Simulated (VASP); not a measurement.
Crystal: AlN.

```xyz
2
Lattice="0.0000 1.9690 1.9690 1.9690 0.0000 1.9690 1.9690 1.9690 0.0000" Properties=species:S:1:pos:R:3 pbc="T T T"
Al    0.0000    0.0000    0.0000
N     1.9690    1.9690    1.9690
```

- Program: VASP 6.6.1
- Task: relaxation of cell and atoms
- Functional: RPBE
- Potentials or basis: VASP PAW PBE potentials, release 64 (Al, N)
- Cutoff: 600 eV
- k mesh: 8 × 8 × 8
- Occupations: gaussian, width 0.01 eV
- Spin: no spin polarisation

At the start: pressure 34.9 GPa; volume 7.63 Å³/atom.

Q: Where does the relaxation end?

A: Over 4 steps the energy falls by 91.7 meV/atom and the volume is 8.56 Å³/atom (+12.1 %); space group Fm-3m (No. 225, to 0.05 Å).

Step by step:
```
step  energy change (eV)  largest force (eV/Å)  pressure (GPa)  volume (Å³)
   1              0.0000                0.0000           34.87        15.27
   2             -0.0208                0.0000          -22.32        19.24
   3             -0.1834                0.0000           -0.48        17.16
   4             -0.1834                0.0000            0.07        17.12
```

Final structure:
```
Al N
1.0
     0.00000    2.04554    2.04554
     2.04554    0.00000    2.04554
     2.04554    2.04554    0.00000
Al N
1 1
Direct
  0.00000 0.00000 0.00000
  0.50000 0.50000 0.50000
```

Caveat: the PAW data sets were made with another functional, which shifts forces and pressure a little; the volume moved by +12 % from the deposited cell, more than functionals usually miss.
